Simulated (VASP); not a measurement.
Wanted: the native input for a VASP 6.6.1 run.

| Property | Result |
| --- | --- |
| Task | single point |
| Functional | PBE |
| Dispersion | D3(BJ) |
| Potentials or basis | VASP PAW PBE potentials, release 64 (C) |
| Cutoff | 520 eV |
| k mesh | 15 × 15 × 1 |
| Occupations | gaussian, width 0.1 eV |
| Spin | no spin polarisation |
| Dipole correction | yes |
| Further INCAR settings | ALGO = Normal; EDIFF = 1e-06; NBANDS = 16 |

The structure of C lies in POSCAR:

```
C
1.0
    2.4656524415      0.0000000000      0.0000000000
   -1.2328262207      2.1353176512      0.0000000000
    0.0000000000      0.0000000000     17.5000663887
C
4
Direct
    0.6666666667      0.3333333333      0.2571437785
    0.3333333333      0.6666666667      0.2571418816
    1.0000000000      1.0000000000      0.4320021548
    0.6666666667      1.3333333333      0.4320002580
```

This cell differs from its parent crystal: layers slid over each other.

The input as run:

INCAR

```
PREC = Accurate
ENCUT = 520
EDIFF = 1E-6
ISMEAR = 0
SIGMA = 0.1
LREAL = False
LASPH = True
NELM = 60
ALGO = Normal
ISIF = 2
LWAVE = False
LCHARG = True
LDIPOL = True
IDIPOL = 3
DIPOL = 0.5 0.5 0.345
GGA = PE
IVDW = 12
LELF = True
LVHAR = True
LVACPOTAV = True
NBANDS = 16
```

KPOINTS

```
regular mesh
0
Gamma
  15 15 1
```

Potentials or basis: VASP PAW PBE potentials, release 64 (C).

Launch:

```bash
$ cat potpaw_PBE.64/C/POTCAR > POTCAR
$ mpirun -np 1 vasp_std > vasp.out
```

It gave:

* Largest force: 0.124 eV/Å
* Band gap on the k mesh: zero (filled and empty bands touch)
* Dispersion energy per atom: -0.127 eV

Caveat: the cell differs from its parent crystal (layers slid over each other).

Run time: 29 s on 1 thread of AMD EPYC 9R45 96-Core Processor (Zen 5) (shared host), peak memory 0.18 GiB.
